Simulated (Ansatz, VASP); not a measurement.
## Two plane-wave programs on MnO2

```
CELL_PARAMETERS angstrom
0.00000 2.38605 2.38605
2.38605 0.00000 2.38605
2.38605 2.38605 0.00000
ATOMIC_POSITIONS crystal
Mn 0.00000 0.00000 0.00000
O 0.25000 0.25000 0.25000
O 0.75000 0.75000 0.75000
```

Alike in both runs: functional PBE; k mesh 16 × 16 × 16; occupations gaussian, width 0.1 eV; collinear spin.

Ansatz relaxed the structure, and its values are those at the end. VASP's run is a single point on that final structure, the one shown.

|  | VASP | Ansatz |
| --- | --- | --- |
| version | VASP 6.6.1 | Ansatz 0.2.0 |
| potentials or method | VASP PAW PBE potentials, release 64 (Mn_pv, O), cutoff 520 eV | scalar-relativistic, plane waves, PAW |
| valence electrons in the cell | 25 | 27 |

|  | VASP | Ansatz | Ansatz less VASP |
| --- | --- | --- | --- |
| gap on the k mesh at the Fermi level (eV) | none | none | - |
| pressure (GPa) | 0.8 | 0.0 | -0.77 |
| net moment per atom (μB) | 1.00 | 1.00 | 0.000 |
| size of the moment on the site where the two differ most (μB) | 3.20 | 2.92 | -0.280 |

Site moments also hang on the region over which each program counts them. A gap of «none» marks a metal or a gap that the smearing closes. VASP's potentials hold 25 valence electrons a cell and Ansatz's 27, so a difference there can come from the potentials and not from the codes.
